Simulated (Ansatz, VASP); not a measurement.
# Two plane-wave programs on CaVAgO4

Contents of INCAR:

```
ALGO = Normal ; EDIFF = 1E-8
ENCUT = 520 ; GGA = PE
ISIF = 2 ; ISMEAR = -1
LASPH = T ; LCHARG = F
LEFG = T ; LREAL = Auto
LWAVE = F ; NBANDS = 136
NELM = 100 ; PREC = Accurate
SIGMA = 0.02
```

KPOINTS

```
k-points
0
Gamma
  3 4 3
```

Contents of POSCAR:

```
CaVAgO4
1.0
    7.0325500000      0.0000000000      0.0000000000
    0.0000000000      5.8668400000      0.0000000000
    0.0000000000      0.0000000000      9.3856000000
Ca V Ag O
4 4 4 16
Direct
    0.9997000000      0.2500000000      0.7256000000
    0.5003000000      0.7500000000      0.2256000000
    0.4997000000      0.2500000000      0.7744000000
    0.0003000000      0.7500000000      0.2744000000
    0.2361000000      0.2500000000      0.3986000000
    0.2639000000      0.7500000000      0.8986000000
    0.7361000000      0.2500000000      0.1014000000
    0.7639000000      0.7500000000      0.6014000000
    0.1962300000      0.2500000000      0.0680100000
    0.3037700000      0.7500000000      0.5680100000
    0.6962300000      0.2500000000      0.4319900000
    0.8037700000      0.7500000000      0.9319900000
    0.5179000000      0.2500000000      0.0258000000
    0.9821000000      0.7500000000      0.5258000000
    0.0179000000      0.2500000000      0.4742000000
    0.4821000000      0.7500000000      0.9742000000
    0.2401000000      0.5094000000      0.7935000000
    0.2599000000      0.4906000000      0.2935000000
    0.7401000000      0.9906000000      0.7065000000
    0.7599000000      0.0094000000      0.2065000000
    0.7599000000      0.4906000000      0.2065000000
    0.7401000000      0.5094000000      0.7065000000
    0.2599000000      0.0094000000      0.2935000000
    0.2401000000      0.9906000000      0.7935000000
    0.3998000000      0.2500000000      0.5292000000
    0.1002000000      0.7500000000      0.0292000000
    0.8998000000      0.2500000000      0.9708000000
    0.6002000000      0.7500000000      0.4708000000
```

Input for Ansatz:

```yaml
crystal:
  lattice:
    - [7.03255, 0.0, 0.0]
    - [0.0, 5.86684, 0.0]
    - [0.0, 0.0, 9.3856]
  atoms:
    - { symbol: Ca, position: [0.9997, 0.25, 0.7256] }
    - { symbol: Ca, position: [0.5003, 0.75, 0.2256] }
    - { symbol: Ca, position: [0.4997, 0.25, 0.7744] }
    - { symbol: Ca, position: [0.0003, 0.75, 0.2744] }
    - { symbol: V, position: [0.2361, 0.25, 0.3986] }
    - { symbol: V, position: [0.2639, 0.75, 0.8986] }
    - { symbol: V, position: [0.7361, 0.25, 0.1014] }
    - { symbol: V, position: [0.7639, 0.75, 0.6014] }
    - { symbol: Ag, position: [0.19623, 0.25, 0.06801] }
    - { symbol: Ag, position: [0.30377, 0.75, 0.56801] }
    - { symbol: Ag, position: [0.69623, 0.25, 0.43199] }
    - { symbol: Ag, position: [0.80377, 0.75, 0.93199] }
    - { symbol: O, position: [0.5179, 0.25, 0.0258] }
    - { symbol: O, position: [0.9821, 0.75, 0.5258] }
    - { symbol: O, position: [0.0179, 0.25, 0.4742] }
    - { symbol: O, position: [0.4821, 0.75, 0.9742] }
    - { symbol: O, position: [0.2401, 0.5094, 0.7935] }
    - { symbol: O, position: [0.2599, 0.4906, 0.2935] }
    - { symbol: O, position: [0.7401, 0.9906, 0.7065] }
    - { symbol: O, position: [0.7599, 0.0094, 0.2065] }
    - { symbol: O, position: [0.7599, 0.4906, 0.2065] }
    - { symbol: O, position: [0.7401, 0.5094, 0.7065] }
    - { symbol: O, position: [0.2599, 0.0094, 0.2935] }
    - { symbol: O, position: [0.2401, 0.9906, 0.7935] }
    - { symbol: O, position: [0.3998, 0.25, 0.5292] }
    - { symbol: O, position: [0.1002, 0.75, 0.0292] }
    - { symbol: O, position: [0.8998, 0.25, 0.9708] }
    - { symbol: O, position: [0.6002, 0.75, 0.4708] }
kpoints:
  mp_grid: { grid: [3, 4, 3] }
scf:
  occupations: { method: fermi_dirac, width: 0.02 }
hamiltonian:
  xc: pbe
  pseudopotentials: { kind: paw }
output:
  forces: true
  stress: true
  populations: true
  efg:
    quadrupole_moments_barn: { Ca: -0.0408, V: -0.052, O: -0.02558 }
    contact_densities: true
```

Alike in both runs: task electric field gradients; functional PBE; k mesh 3 × 4 × 3; occupations fermi-dirac, width 0.02 eV; no spin polarisation.

|  | VASP | Ansatz |
| --- | --- | --- |
| version | VASP 6.6.1 | Ansatz 0.2.0 |
| potentials or method | VASP PAW PBE potentials, release 64 (Ca_sv, V_sv, Ag, O) | plane-wave PAW, scalar-relativistic |
| plane-wave cutoff (eV) | 520 | 420 |
| valence electrons in the cell | 232 | 264 |

Ansatz gave:

- gap on the k mesh at the Fermi level (eV): 2.41
- pressure (GPa): 4.2
- traceless stress, the component that is largest in VASP (GPa): -0.63
- rms of the force components (eV/Å): 0.413
- size of Vzz on the site where it differs most (V/Å²): 26.8

Problem. Estimate VASP's values.

Solution. gap on the k mesh at the Fermi level (eV): 2.40; pressure (GPa): 4.7; traceless stress, the component that is largest in VASP (GPa): -0.58; rms of the force components (eV/Å): 0.468; size of Vzz on the site where it differs most (V/Å²): 27.5.

Atom by atom the forces differ by 0.063 eV/Å (rms over components). VASP's potentials hold 232 valence electrons a cell and Ansatz's 264, so a difference there can come from the potentials and not from the codes.
